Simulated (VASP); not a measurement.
# PmAs (Fm-3m) in VASP: single point with PBE

Aim: the single point of PmAs with PBE.

All numbers are computed with VASP 6.6.1; they aren't measurements. Logs are shortened: lines on timing, memory, paths and dates and some standing lists are left out, and cuts for length are marked.

## 1. The cell of the first run

The structure is cubic, space group Fm-3m (No. 225). Conventional cell: a = 6.000 Å, b = 6.000 Å, c = 6.000 Å, α = 90.00°, β = 90.00°, γ = 90.00°. Within 3.9 Å of Pm (site symmetry m-3m) lie 6 As at 3.00 Å. Within 3.9 Å of As (site symmetry m-3m) lie 6 Pm at 3.00 Å.

## 2. Single point, PBE, collinear spin, ferromagnetic start

Contents of INCAR:

```
SYSTEM = PmAs
ALGO = Normal
EDIFF = 1E-6
ENCUT = 600
GGA = PE
GGA_COMPAT = .FALSE.
ISIF = 2
ISMEAR = 0
ISPIN = 2
LASPH = .TRUE.
LCHARG = .FALSE.
LMAXMIX = 6
LORBIT = 11
LREAL = .FALSE.
LWAVE = .FALSE.
MAGMOM = 4 0
NBANDS = 21
NELM = 200
PREC = Accurate
SIGMA = 0.05
```

Contents of KPOINTS:

```
k-points
0
G
  10 10 10
  0 0 0
```

Contents of POSCAR:

```
PmAs
1.0
    0.0000000000      3.0000000000      3.0000000000
    3.0000000000      0.0000000000      3.0000000000
    3.0000000000      3.0000000000      0.0000000000
Pm As
1 1
Direct
    0.5000000000      0.5000000000      0.5000000000
    0.0000000000      0.0000000000      0.0000000000
```

Potentials or basis: VASP PAW PBE potentials, release 64 (Pm, As).

Launch:

```
> cat potpaw_PBE.64/Pm/POTCAR potpaw_PBE.64/As/POTCAR > POTCAR
> mpirun -np 1 vasp_std > vasp.out
```

OUTCAR:

```text
SYSTEM = PmAs
   EDIFF = 1E-6
   ENCUT = 600
   GGA = PE
   ISIF = 2
   ISMEAR = 0
   ISPIN = 2
   LASPH = .TRUE.
   LORBIT = 11
   LREAL = .FALSE.
   NELM = 200
   PREC = Accurate

 ion  position               nearest neighbor table
   1  0.500  0.500  0.500-   2 3.00   2 3.00   2 3.00   2 3.00   2 3.00   2 3.00
   2  0.000  0.000  0.000-   1 3.00   1 3.00   1 3.00   1 3.00   1 3.00   1 3.00

  LATTYP: Found a face centered cubic cell.
 ALAT       =     6.0000000000

  Lattice vectors:

 A1 = (   0.0000000000,   3.0000000000,   3.0000000000)
 A2 = (   3.0000000000,   0.0000000000,   3.0000000000)
 A3 = (   3.0000000000,   3.0000000000,   0.0000000000)

Analysis of symmetry for initial positions (statically):
=====================================================================
 Subroutine PRICEL returns:
 Original cell was already a primitive cell.

 Routine SETGRP: Setting up the symmetry group for a
 face centered cubic supercell.

 Subroutine GETGRP returns: Found 48 space group operations
 (whereof 48 operations were pure point group operations)
 out of a pool of 48 trial point group operations.

The static configuration has the point symmetry O_h .

Analysis of symmetry for dynamics (positions and initial velocities):
=====================================================================
 Subroutine PRICEL returns:
 Original cell was already a primitive cell.

 Routine SETGRP: Setting up the symmetry group for a
 face centered cubic supercell.

 Subroutine GETGRP returns: Found 48 space group operations
 (whereof 48 operations were pure point group operations)
 out of a pool of 48 trial point group operations.

The dynamic configuration has the point symmetry O_h .

Analysis of structural, dynamic, and magnetic symmetry:
=====================================================================
 Subroutine PRICEL returns:
 Original cell was already a primitive cell.

 Routine SETGRP: Setting up the symmetry group for a
 face centered cubic supercell.

 Subroutine GETGRP returns: Found 48 space group operations
 (whereof 48 operations were pure point group operations)
 out of a pool of 48 trial point group operations.

The overall configuration has the point symmetry O_h .

 Subroutine INISYM returns: Found 48 space group operations
 (whereof 48 operations are pure point group operations),
 and found     1 'primitive' translations

----------------------------------------------------------------------------------------

                                     Primitive cell

  volume of cell :      54.0000

  direct lattice vectors                    reciprocal lattice vectors
     0.000000000  3.000000000  3.000000000    -0.166666667  0.166666667  0.166666667
     3.000000000  0.000000000  3.000000000     0.166666667 -0.166666667  0.166666667
     3.000000000  3.000000000  0.000000000     0.166666667  0.166666667 -0.166666667

  length of vectors
     4.242640687  4.242640687  4.242640687     0.288675135  0.288675135  0.288675135

  position of ions in fractional coordinates (direct lattice)
     0.500000000  0.500000000  0.500000000
     0.000000000  0.000000000  0.000000000

  ion indices of the primitive-cell ions
   primitive index   ion index
                 1           1
                 2           2

----------------------------------------------------------------------------------------

 KPOINTS: k-points

Automatic generation of k-mesh.
 Grid dimensions read from file:
 generate k-points for:   10   10   10

 Generating k-lattice:

  Cartesian coordinates                     Fractional coordinates (reciprocal lattice)
    -0.016666667  0.016666667  0.016666667     0.100000000  0.000000000  0.000000000
     0.016666667 -0.016666667  0.016666667     0.000000000  0.100000000  0.000000000
     0.016666667  0.016666667 -0.016666667     0.000000000  0.000000000  0.100000000

  Length of vectors
     0.028867513  0.028867513  0.028867513

  Shift w.r.t. Gamma in fractional coordinates (k-lattice)
     0.000000000  0.000000000  0.000000000

 Subroutine IBZKPT returns following result:
 ===========================================

 Found     47 irreducible k-points:

 Following reciprocal coordinates:
            Coordinates               Weight
  0.000000  0.000000  0.000000      1.000000
  0.100000  0.000000  0.000000      8.000000
  0.200000  0.000000  0.000000      8.000000
  0.300000  0.000000  0.000000      8.000000
  0.400000  0.000000  0.000000      8.000000
  0.500000  0.000000  0.000000      4.000000
[... 16 lines left out ...]
  0.300000  0.300000  0.000000      6.000000
  0.400000  0.300000  0.000000     24.000000
 [... further k-points ...]
   k-points           NKPTS =     47   k-points in BZ     NKDIM =     47   number of bands    NBANDS=     21
   number of dos      NEDOS =    301   number of ions     NIONS =      2
   total plane-waves  NPLWV =  46656
   dimension x,y,z NGX =    36 NGY =   36 NGZ =   36
   dimension x,y,z NGXF=    72 NGYF=   72 NGZF=   72
   ions per type =               1   1
   NGX,Y,Z   is equivalent  to a cutoff of  14.11, 14.11, 14.11 a.u.
   NGXF,Y,Z  is equivalent  to a cutoff of  28.21, 28.21, 28.21 a.u.
 SYSTEM =  PmAs
   PREC   = accura    normal or accurate (medium, high low for compatibility)
   ISTART =      0    job   : 0-new  1-cont  2-samecut
   ICHARG =      2    charge: 1-file 2-atom 10-const
   ISPIN  =      2    spin polarized calculation?
   LNONCOLLINEAR =      F non collinear calculations
   LSORBIT =      F    spin-orbit coupling
   LASPH  =      T    aspherical Exc in radial PAW
   ENCUT  =  600.0 eV  44.10 Ry    6.64 a.u.   8.47  8.47  8.47*2*pi/ulx,y,z
   NELM   =    200;   NELMIN=  2; NELMDL= -5     # of ELM steps
   EDIFF  = 0.1E-05   stopping-criterion for ELM
   LREAL  =      F    real-space projection
   EDIFFG = 0.1E-04   stopping-criterion for IOM
   NSW    =      0    number of steps for IOM
   IBRION =     -1    ionic relax: 0-MD 1-quasi-New 2-CG
   NFREE  =      0    steps in history (QN), initial steepest desc. (CG)
   ISIF   =      2    stress and relaxation
   ISYM   =      2    0-nonsym 1-usesym 2-fastsym
   POTIM  = 0.5000    time-step for ionic-motion
   TEBEG  =    0.0;   TEEND  =   0.0 temperature during run
   PSTRESS=    0.0 pullay stress
   NELECT =      20.0000    total number of electrons
   NUPDOWN=      -1.0000    fix difference up-down
   EMIN   =  10.00;   EMAX   =-10.00  energy-range for DOS
   EFERMI =   0.00;   METHOD = LEGACY
   ISMEAR =     0;   SIGMA  =   0.05  broadening in eV -4-tet -1-fermi 0-gaus
   EFERMI_NEDOS =   21; number of points for ismear=-14 and -15
   IALGO  =     38    algorithm
   IMIX   =      4    mixing-type and parameters
     AMIX     =   0.40;   BMIX     =  1.00
     AMIX_MAG =   1.60;   BMIX_MAG =  1.00
  volume/ion in A,a.u.               =      27.00       182.20
  Fermi-wavevector in a.u.,A,eV,Ry     =   1.175674  2.221702 18.806100  1.382209
  Thomas-Fermi vector in A             =   2.312051
   LORBIT       =     11    0 simple, 1 ext, 2 COOP (PROOUT), +10 PAW based schemes
   GGA     = PE    functional components
   LHFCALC =     F    Hartree Fock is set to
   AEXX    =    0.0000 exact exchange contribution
   IVDW    =     0    specifies the selected vdW correction
   LEPSILON=     F    determine dielectric tensor
   LRPA    =     F    only Hartree local field effects (RPA)
 spin polarized calculation
 Gauss-broadening in eV      SIGMA  =   0.05
  energy-cutoff  :      600.00
  volume of cell :       54.00
 maximum number of plane-waves:      1829
 NGX is ok and might be reduce to    36
   NGX = 17   NGY = 17   NGZ = 17

 number of electron      19.9999999 magnetization       4.0686413

 Free energy of the ion-electron system (eV)
  ---------------------------------------------------
  ext. energy  EPLUGINS =         0.00000000
  ---------------------------------------------------
  free energy    TOTEN  =       -15.05485261 eV

  energy without entropy =      -15.03315974  energy(sigma->0) =      -15.04400617

 E-fermi :   4.8050     XC(G=0):  -9.9587

 val. band max:        4.8045631518   @ k =   0.4000   0.3000   0.0000
 cond. band min:       4.8057218766   @ k =   0.5000   0.0000   0.0000
 fundamental gap:      0.0011587248
 Fermi energy:         4.8050132133

 spin component 1

 k-point     1 :       0.0000    0.0000    0.0000
  band No.  band energies     occupation
      1     -33.4416      1.00000
      2     -13.6445      1.00000
      3     -13.6445      1.00000
      4     -13.6445      1.00000
      5      -5.1972      1.00000
      6       4.2152      1.00000
[... 13 lines left out ...]
     20       7.6413      0.00000
     21       8.6336      0.00000
[... 529 lines left out ...]
 k-point    24 :       0.4000    0.3000    0.0000
  band No.  band energies     occupation
      1     -33.4227      1.00000
      2     -13.8765      1.00000
      3     -13.7341      1.00000
      4     -13.7246      1.00000
      5      -4.4524      1.00000
      6       2.7288      1.00000
[... 13 lines left out ...]
     20      10.2823      0.00000
     21      12.2283      0.00000

 [... further k-points ...]

 spin component 2

 k-point     1 :       0.0000    0.0000    0.0000
  band No.  band energies     occupation
      1     -31.5037      1.00000
      2     -12.2748      1.00000
      3     -12.2748      1.00000
      4     -12.2748      1.00000
      5      -5.2988      1.00000
      6       5.1625      0.00000
[... 13 lines left out ...]
     20       8.2243      0.00000
     21       8.8247      0.00000
[... 529 lines left out ...]
 k-point    24 :       0.4000    0.3000    0.0000
  band No.  band energies     occupation
      1     -31.4799      1.00000
      2     -12.5662      1.00000
      3     -12.3840      1.00000
      4     -12.3720      1.00000
      5      -4.5633      1.00000
      6       2.8008      1.00000
[... 13 lines left out ...]
     20      10.7948      0.00000
     21      12.7120      0.00000

 [... further k-points ...]

------------------------ aborting loop because EDIFF is reached ----------------------------------------

  FORCE on cell =-STRESS in cart. coord.  units (eV):
  Direction    XX          YY          ZZ          XY          YZ          ZX
  --------------------------------------------------------------------------------------
  -------------------------------------------------------------------------------------
  Total        0.2676312      0.2676312      0.2676312      0.0000000      0.0000000     -0.0000000
  in kB        7.9406030      7.9406030      7.9406030      0.0000000      0.0000000     -0.0000000
  external PRESSURE =       7.9406030 kB  Pullay stress =       0.0000000 kB

 VOLUME and BASIS-vectors are now :
 -----------------------------------------------------------------------------
  energy-cutoff  :      600.00
  volume of cell :       54.00
      direct lattice vectors                 reciprocal lattice vectors
     0.000000000  3.000000000  3.000000000    -0.166666667  0.166666667  0.166666667
     3.000000000  0.000000000  3.000000000     0.166666667 -0.166666667  0.166666667
     3.000000000  3.000000000  0.000000000     0.166666667  0.166666667 -0.166666667

 POSITION                                       TOTAL-FORCE (eV/Angst)
 -----------------------------------------------------------------------------------
      3.00000      3.00000      3.00000         0.000000     -0.000000     -0.000000
      0.00000      0.00000      0.00000         0.000000      0.000000      0.000000
 -----------------------------------------------------------------------------------
    total drift:                                0.000000      0.000000      0.000000

  FREE ENERGIE OF THE ION-ELECTRON SYSTEM (eV)
  ---------------------------------------------------
  free  energy   TOTEN  =       -15.0548526111 eV

  energy  without entropy=      -15.0331597363  energy(sigma->0) =      -15.04400617

 total charge

# of ion       s       p       d       f       tot
--------------------------------------------------
    1        2.006   5.573   0.469   4.240  12.288
    2        1.218   1.613   0.011   0.000   2.841
--------------------------------------------------
tot          3.224   7.186   0.480   4.240  15.129

 magnetization (x)

# of ion       s       p       d       f       tot
--------------------------------------------------
    1       -0.016  -0.000   0.024   4.142   4.150
    2       -0.008  -0.120   0.002   0.000  -0.127
--------------------------------------------------
tot         -0.024  -0.120   0.026   4.142   4.023
```

It took 2.6 min on 1 thread of Intel Xeon Platinum 8375C at 2.90GHz (Ice Lake), shared host; peak memory 0.31 GiB.

What came out:

```
Free energy                                           : -15.0549 eV
Pressure                                              : 0.8 GPa
Net moment                                            : 4.07 μB per cell
Site moments                                          : Pm +4.15; As -0.13 μB
Valence electrons inside the program's atomic spheres : Pm 12.29; As 2.84
```

Levels at points of the mesh, in eV from the Fermi level:
Spin up:
| k point | band 9 | band 10 | band 11 | band 12 | band 13 | band 14 | band 15 | band 16 |
| --- | --- | --- | --- | --- | --- | --- | --- | --- |
| (0.00, 0.00, 0.00) | -0.56 | -0.56 | -0.56 | 0.22 | 1.73 | 1.73 | 1.73 | 1.99 |
| (0.50, 0.00, 0.00) | -0.66 | -0.66 | -0.55 | -0.05 | 0.00 | 0.00 | 0.33 | 4.49 |
| (0.50, 0.50, 0.00) | -0.65 | -0.24 | -0.24 | -0.02 | 0.16 | 0.36 | 0.80 | 0.80 |
Spin down:
| k point | band 6 | band 7 | band 8 | band 9 | band 10 | band 11 |
| --- | --- | --- | --- | --- | --- | --- |
| (0.00, 0.00, 0.00) | 0.36 | 0.36 | 0.36 | 2.14 | 2.38 | 2.38 |
| (0.50, 0.00, 0.00) | -3.27 | -1.41 | -1.41 | 2.21 | 2.59 | 2.70 |
| (0.50, 0.50, 0.00) | -1.39 | -0.12 | -0.12 | 0.43 | 2.39 | 2.66 |

Caveat: the magnetic or orbital state may not be the lowest; spin-orbit coupling is left out, which moves the levels of the heavy elements; semilocal functionals describe open f shells poorly, which spoils levels, moments and volumes. The state reached can hang on the start; a lower one may exist.
